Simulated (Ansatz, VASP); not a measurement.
**Two plane-wave programs on SnSe**

INCAR

```
ALGO = Normal ; EDIFF = 1E-7
EDIFFG = -0.05 ; ENCUT = 500
GGA = PS ; GGA_COMPAT = F
IBRION = 2 ; ISIF = 3
ISMEAR = 0 ; LASPH = T
LCHARG = F ; LREAL = F
LWAVE = F ; NELM = 120
NELMIN = 4 ; NSW = 60
PREC = Accurate ; SIGMA = 0.01
```

The input KPOINTS:

```
k-points
0
Gamma
  6 6 6
```

File POSCAR:

```
SnSe
1.0
    0.0000000000      3.0100000000      3.0100000000
    3.0100000000      0.0000000000      3.0100000000
    3.0100000000      3.0100000000      0.0000000000
Sn Se
1 1
Direct
    0.0000000000      0.0000000000      0.0000000000
    0.5000000000      0.5000000000      0.5000000000
```

Input for Ansatz:

```yaml
crystal:
  lattice:
    - [0.0, 3.01, 3.01]
    - [3.01, 0.0, 3.01]
    - [3.01, 3.01, 0.0]
  atoms:
    - { symbol: Sn, position: [0.0, 0.0, 0.0] }
    - { symbol: Se, position: [0.5, 0.5, 0.5] }
kpoints:
  mp_grid:
    grid: [6, 6, 6]
hamiltonian:
  xc: pbesol
  dispersion: none
scf:
  occupations:
    method: fixed
relax:
  f_tol: 0.05
  max_steps: 40
  cell: {}
```

Alike in both runs: task relaxation of cell and atoms; functional PBEsol; k mesh 6 × 6 × 6; no spin polarisation.

```csv
,VASP,Ansatz
version,VASP 6.6.1,Ansatz 0.2.0
potentials or method,"VASP PAW PBE potentials, release 64 (Sn_d, Se)","plane waves, PAW"
plane-wave cutoff (eV),500,420
occupations,"gaussian, width 0.01 eV",fixed
valence electrons in the cell,20,30
```

```tsv
	VASP	Ansatz	Ansatz less VASP
relaxed volume (Å³/atom)	26.12	26.10	-0.012
relaxed cell length with the largest relative difference (Å)	4.196	4.195	-0.0007
```

VASP's potentials were made for PBE, not for PBEsol. VASP's potentials hold 20 valence electrons a cell and Ansatz's 30, so a difference there can come from the potentials and not from the codes.
